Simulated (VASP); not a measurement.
Runs of VASP 6.6.1 on ScHO2. The structure is that of space group R-3m (No. 166), or close to it. The cells are those of the table. 

```csv
cell,gap on the mesh (eV),pressure (GPa),largest force (eV/Å)
"a = 5.661 Å, angles 30.3°, 4 atoms",2.78,(a),0.69
"a = 4.392 Å, angles 46.7°, 4 atoms",2.31,(b),5.99
"a = 5.410 Å, angles 32.7°, 4 atoms",3.37,-6.3,0.89
"a = 4.696 Å, angles 41.5°, 4 atoms",3.68,-2.3,1.63
```

Alike in all rows: task single point; level PBEsol; potentials or basis VASP PAW PBE potentials, release 64 (Sc_sv, H, O); no spin polarisation; k mesh 9 × 9 × 9; cutoff (eV) 520; smearing gaussian 0.05 eV.

Q: Fill in the values left out.

A: (a) -6.0; (b) 5.3.

Caveats: the PAW data sets were made with another functional, which shifts forces and pressure a little; an odd mesh through Γ misses points on the zone boundary, where band edges can lie; the cell stands under tension (at least some runs); the cell stands under pressure (at least some runs).
